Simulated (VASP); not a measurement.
# Si (a cell with a defect): single point with PBE

Crystal: Si (a cell with a defect).

```
Si
1.0
     8.20514    0.00000    8.20514
     8.20514    8.20514    0.00000
     0.00000    8.20514    8.20514
Si
53
Cartesian
  2.6893 2.6893 2.6893
  6.8330 6.8330 4.1257
  9.5773 9.5773 4.1257
  6.8330 4.1257 6.8330
  9.5708 6.8395 6.8395
  12.2846 9.5773 6.8330
  9.5773 4.1257 9.5773
  12.2846 6.8330 9.5773
  15.0396 9.5758 9.5758
  4.1257 6.8330 6.8330
  6.8395 9.5708 6.8395
  9.5773 12.2846 6.8330
  6.8395 6.8395 9.5708
  9.5708 9.5708 9.5708
  12.3077 12.3077 9.5761
  9.5773 6.8330 12.2846
  12.3077 9.5761 12.3077
  15.0393 12.3077 12.3077
  4.1257 9.5773 9.5773
  6.8330 12.2846 9.5773
  9.5758 15.0396 9.5758
  6.8330 9.5773 12.2846
  9.5761 12.3077 12.3077
  12.3077 15.0393 12.3077
  9.5758 9.5758 15.0396
  12.3077 12.3077 15.0393
  15.0396 15.0396 15.0396
  5.5158 5.5158 2.6893
  8.2051 8.2051 2.7209
  5.5158 2.6893 5.5158
  8.2154 5.4705 5.4705
  10.9398 8.1949 5.4705
  8.2051 2.7209 8.2051
  10.9398 5.4705 8.1949
  13.6894 8.2051 8.2051
  2.6893 5.5158 5.5158
  5.4705 8.2154 5.4705
  8.1949 10.9398 5.4705
  5.4705 5.4705 8.2154
  8.2051 8.2051 8.2051
  10.9398 10.9398 8.2154
  8.1949 5.4705 10.9398
  10.9398 8.2154 10.9398
  13.6733 10.9421 10.9421
  2.7209 8.2051 8.2051
  5.4705 10.9398 8.1949
  8.2051 13.6894 8.2051
  5.4705 8.1949 10.9398
  8.2154 10.9398 10.9398
  10.9421 13.6733 10.9421
  8.2051 8.2051 13.6894
  10.9421 10.9421 13.6733
  13.6733 13.6733 13.6733
```

```json
{"Program": "VASP 6.6.1", "Task": "single point", "Functional": "PBE", "Potentials or basis": "VASP PAW PBE potentials, release 64 (Si)", "Cutoff": "520 eV", "k mesh": "2 × 2 × 2", "Occupations": "gaussian, width 0.02 eV", "Spin": "no spin polarisation", "Dipole correction": "no", "Charge": "2", "Further INCAR settings": "LREAL = Auto; ALGO = Normal; EDIFF = 1e-06; NBANDS = 138; NELECT = 210.0"}
```

```
Largest force : 0.015 eV/Å
```

Forces in eV/Å, atoms in the order of the input:
```
Si   0.002  0.002  0.002
Si  -0.002 -0.002 -0.010
Si   0.002  0.002 -0.010
Si  -0.002 -0.010 -0.002
Si   0.002 -0.002 -0.002
Si   0.010  0.002 -0.002
Si   0.002 -0.010  0.002
Si   0.010 -0.002  0.002
Si  -0.008  0.008  0.008
Si  -0.010 -0.002 -0.002
Si  -0.002  0.002 -0.002
Si   0.002  0.010 -0.002
Si  -0.002 -0.002  0.002
Si   0.002  0.002  0.002
Si   0.000  0.000  0.005
Si   0.002 -0.002  0.010
Si   0.000  0.005  0.000
Si  -0.005  0.000  0.000
Si  -0.010  0.002  0.002
Si  -0.002  0.010  0.002
Si   0.008 -0.008  0.008
Si  -0.002  0.002  0.010
Si   0.005  0.000  0.000
Si   0.000 -0.005  0.000
Si   0.008  0.008 -0.008
Si   0.000  0.000 -0.005
Si  -0.008 -0.008 -0.008
Si  -0.002 -0.002  0.002
Si   0.000  0.000  0.000
Si  -0.002  0.002 -0.002
Si   0.000 -0.002 -0.002
Si   0.002  0.000 -0.002
Si   0.000  0.000  0.000
Si   0.002 -0.002  0.000
Si   0.000  0.000  0.000
Si   0.002 -0.002 -0.002
Si  -0.002  0.000 -0.002
Si   0.000  0.002 -0.002
Si  -0.002 -0.002  0.000
Si   0.000  0.000  0.000
Si   0.002  0.002  0.000
Si   0.000 -0.002  0.002
Si   0.002  0.000  0.002
Si   0.003 -0.003 -0.003
Si   0.000  0.000  0.000
Si  -0.002  0.002  0.000
Si   0.000  0.000  0.000
Si  -0.002  0.000  0.002
Si   0.000  0.002  0.002
Si  -0.003  0.003 -0.003
Si   0.000  0.000  0.000
Si  -0.003 -0.003  0.003
Si   0.003  0.003  0.003
```

Levels at points of the mesh, in eV from the Fermi level:
| k point | band 103 | band 104 | band 105 | band 106 | band 107 | band 108 |
| --- | --- | --- | --- | --- | --- | --- |
| (0.00, 0.00, 0.00) | 0.13 | 0.13 | 0.13 | 1.07 | 1.07 | 1.07 |
| (0.50, 0.00, 0.00) | -0.36 | -0.08 | -0.08 | 0.08 | 1.04 | 1.04 |
| (0.50, 0.50, 0.00) | -0.38 | -0.23 | -0.18 | -0.16 | 0.94 | 0.94 |

Run time: 35 min on 1 thread of Oxide Virtual Turin-like Processor (shared host), peak memory 1.3 GiB.

Caveat: the cell carries a net charge on a neutralising background, which shifts energy and pressure; the cell is charged against a uniform background, so pressure and absolute levels hang on convention.
